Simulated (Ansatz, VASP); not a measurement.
# Two plane-wave programs on CuI

The input INCAR:

```
PREC = Accurate
ENCUT = 520
EDIFF = 1E-6
ISMEAR = 0
SIGMA = 0.01
LREAL = F
LASPH = T
NELM = 100
ALGO = Normal
ISIF = 2
LWAVE = F
LCHARG = F
GGA = PE
NBANDS = 26
```

File KPOINTS:

```
Automatic mesh
0
Gamma
  6 6 4
```

The input POSCAR:

```
CuI
1.0
    4.4762003941      0.0000000000      0.0000000000
   -2.2381001971      3.8765032537      0.0000000000
    0.0000000000      0.0000000000      8.2545064763
Cu I
2 2
Direct
    0.3333333333      0.6666666667      0.2500000000
    0.6666666667      0.3333333333      0.7500000000
    0.6666666667      0.3333333333      0.2500000000
    0.3333333333      0.6666666667      0.7500000000
```

Input for Ansatz:

```yaml
crystal:
  lattice:
    - [4.4762003941, 0.0, 0.0]
    - [-2.2381001971, 3.8765032537, 0.0]
    - [0.0, 0.0, 8.2545064763]
  atoms:
    - { symbol: Cu, position: [0.3333333333, 0.6666666667, 0.25] }
    - { symbol: Cu, position: [0.6666666667, 0.3333333333, 0.75] }
    - { symbol: I, position: [0.6666666667, 0.3333333333, 0.25] }
    - { symbol: I, position: [0.3333333333, 0.6666666667, 0.75] }
kpoints:
  mp_grid: { grid: [6, 6, 4] }
hamiltonian:
  xc: pbe
scf:
  occupations: { method: fixed }
  n_extra_bands: 5
output:
  forces: true
  stress: true
  eigenvalues: true
```

Alike in both runs: task single point; functional PBE; k mesh 6 × 6 × 4; no spin polarisation.

|  | VASP | Ansatz |
| --- | --- | --- |
| version | VASP 6.6.1 | Ansatz 0.2.0 |
| potentials or method | VASP PAW PBE potentials, release 64 (Cu, I) | plane waves, PAW |
| plane-wave cutoff (eV) | 520 | 420 |
| occupations | gaussian, width 0.01 eV | fixed |
| valence electrons in the cell | 36 | 72 |

VASP gave:

- gap on the k mesh at the Fermi level (eV): 1.03
- pressure (GPa): -1.5
- traceless stress, the component that is largest in VASP (GPa): 1.33

Estimate Ansatz's values.

gap on the k mesh at the Fermi level (eV): 1.02; pressure (GPa): -1.5; traceless stress, the component that is largest in VASP (GPa): 1.36.

VASP's potentials hold 36 valence electrons a cell and Ansatz's 72, so a difference there can come from the potentials and not from the codes.

Neither program's run includes spin-orbit coupling.
